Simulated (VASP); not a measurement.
Set up this calculation in VASP 6.6.1, as the native input.

```yaml
Task: single point
Functional: PBE
Dispersion: D3(BJ)
Potentials_or_basis: VASP PAW PBE potentials, release 64 (O, H, C)
Cutoff: 520 eV
k_mesh: 1 × 1 × 1
Occupations: fermi-dirac, width 0.02 eV
Spin: no spin polarisation
Dipole_correction: no
Further_INCAR_settings: LREAL = Auto; ALGO = Normal; EDIFF = 1e-06; NBANDS = 39
```

The structure of H10CO6 lies in POSCAR:

```
H10CO6
1.0
    5.4814800000      0.0000000000      0.0000000000
    0.0000000000      5.4814800000      0.0000000000
    0.0000000000      0.0000000000      5.4814800000
O H C
6 10 1
Direct
    0.0036121631      1.1706327488      0.1530608522
    0.8997205134      0.4536913388      0.7168319505
    0.1837642389      0.7644468282      0.1713953166
    0.6470332830      0.9312995760      0.8340630633
    0.4194305188      0.3416777950      0.0491108241
    0.5381758211      0.2816757518      0.4483278239
   -0.0834628604      1.2347030364      0.0257959529
   -0.0615527193      0.9956617556      0.1786561294
    0.9080759211      0.4004575407      0.5540839335
    0.7583718266      0.5773258317      0.6812941031
    0.3187642753      0.8079387319      0.0744142093
    0.0763479936      0.6657873421      0.0628662332
    0.8282434671      0.8833015901      0.8447718499
    0.6128271927      1.0436779848      0.7170326262
    0.2768230478      0.2310324949      0.0266168991
    0.5858271854      0.5858636719      0.2500237162
    0.5088771646      0.4032852441      0.2622466925
```

These files were run (other wordings do the same):

INCAR

```
SYSTEM = H10CO6
ALGO = Normal
EDIFF = 1E-6
ENCUT = 520
GGA = PE
ISIF = 2
ISMEAR = -1
IVDW = 12
LASPH = .TRUE.
LCHARG = .TRUE.
LELF = .TRUE.
LREAL = Auto
LVHAR = .TRUE.
LWAVE = .FALSE.
NBANDS = 39
NELM = 100
PREC = Accurate
SIGMA = 0.02
```

KPOINTS

```
k-points
0
G
  1 1 1
  0 0 0
```

Potentials or basis: VASP PAW PBE potentials, release 64 (O, H, C).

Run with:

```console
$ cat potpaw_PBE.64/O/POTCAR potpaw_PBE.64/H/POTCAR potpaw_PBE.64/C/POTCAR > POTCAR
$ mpirun -np 1 vasp_gam > vasp.out
```

It gave:

The pressure is 3.0 GPa and the largest force is 6.159 eV/Å. The dispersion energy per atom is -0.042 eV.

Caveat: the k points lie up to 1.15 Å⁻¹ apart.

Run time: 35 s on 1 thread of Intel Xeon 8259CL, with other jobs on the host, peak memory 0.24 GiB.
